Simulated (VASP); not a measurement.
Runs of VASP 6.6.1 on TaN. The structure is that of space group P6/mmm (No. 191), or close to it. The cells are those of the table. 

| task | level | cell | cutoff (eV) | gap on the mesh (eV) | pressure (GPa) | moment (μB) |
| --- | --- | --- | --- | --- | --- | --- |
| single point | RPBE+D4 | a = 5.139, b = 5.139, c = 2.895 Å, angles 90.0, 90.0, 120.0°, 6 atoms | 520 | none | (a) | 0.00 |
| relaxation of shape and atoms at fixed volume | PBEsol | relaxed from a = 5.234, b = 5.234, c = 2.927 Å, angles 90.0, 90.0, 120.0°, 6 atoms | 600 | none | -5.0 | 0.00 |
| single point | PBEsol+D3(BJ) | a = 5.117, b = 5.117, c = 2.894 Å, angles 90.0, 90.0, 120.0°, 6 atoms | 520 | none | 6.3 | 0.00 |
| single point | PBEsol | a = 5.154, b = 5.154, c = 2.900 Å, angles 90.0, 90.0, 120.0°, 6 atoms | 520 | none | (b) | 0.00 |
| single point | RPBE+D4 | a = 5.188, b = 5.188, c = 2.905 Å, angles 90.0, 90.0, 120.0°, 6 atoms | 520 | none | 6.2 | 0.00 |
| single point | RPBE+D4 | a = 5.184, b = 5.184, c = 2.904 Å, angles 90.0, 90.0, 120.0°, 6 atoms | 520 | none | 6.8 | 0.00 |
| single point | PBE | a = 5.180, b = 5.180, c = 2.913 Å, angles 90.0, 90.0, 120.0°, 6 atoms | 520 | none | 11.0 | 0.00 |
| relaxation of shape and atoms at fixed volume | PBEsol | relaxed from a = 5.279, b = 5.279, c = 2.934 Å, angles 90.0, 90.0, 120.0°, 6 atoms | 600 | none | -10.2 | 0.00 |

Alike in all rows: potentials or basis VASP PAW PBE potentials, release 64 (Ta_pv, N); spin collinear, ferrimagnetic start; k mesh 6 × 6 × 8; smearing gaussian 0.05 eV.

Question: Estimate the missing entries.

Answer: (a) 13.5; (b) 7.3.

Caveats: spin-orbit coupling is left out, which moves the levels of the heavy elements; the PAW data sets were made with another functional, which shifts forces and pressure a little (some runs); pairwise dispersion overbinds metals, which lowers pressure and volume (some runs).

A k mesh can miss the band edges, and the runs leave out spin-orbit coupling on Ta.

A gap of «none» marks levels without a gap at the run's occupations.
